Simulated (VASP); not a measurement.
A run of VASP 6.6.1:

File INCAR:

```
  PREC = Accurate
  ENCUT = 500
  EDIFF = 1E-6
  ISMEAR = 0
  SIGMA = 0.1
  LREAL = F
  LASPH = T
  NELM = 120
  ALGO = Normal
  ISIF = 2
  LWAVE = F
  LCHARG = F
  GGA = PE
  NBANDS = 13
  GGA_COMPAT = F
```

File KPOINTS:

```
Automatic mesh
0
Gamma
  2 2 2
```

The input POSCAR:

```
Ge
1.0
    0.0000000000      2.0983605250      2.0983605250
    2.0983605250      0.0000000000      2.0983605250
    2.0983605250      2.0983605250      0.0000000000
Ge
1
Direct
   -0.0476562530      0.0476562530      0.0476562530
```

Potentials or basis: VASP PAW PBE potentials, release 64 (Ge_d).

Run with:

```bash
$ cat potpaw_PBE.64/Ge_d/POTCAR > POTCAR
$ mpirun -np 1 vasp_std > vasp.out
```

Hardware: 1 thread of Intel Xeon 8259CL (shared host).

Estimate the wall time of this run.

It took 4.4 s on 1 thread of Intel Xeon 8259CL (shared host), peak memory 0.13 GiB. Counts: scf iterations 10, k points 3.
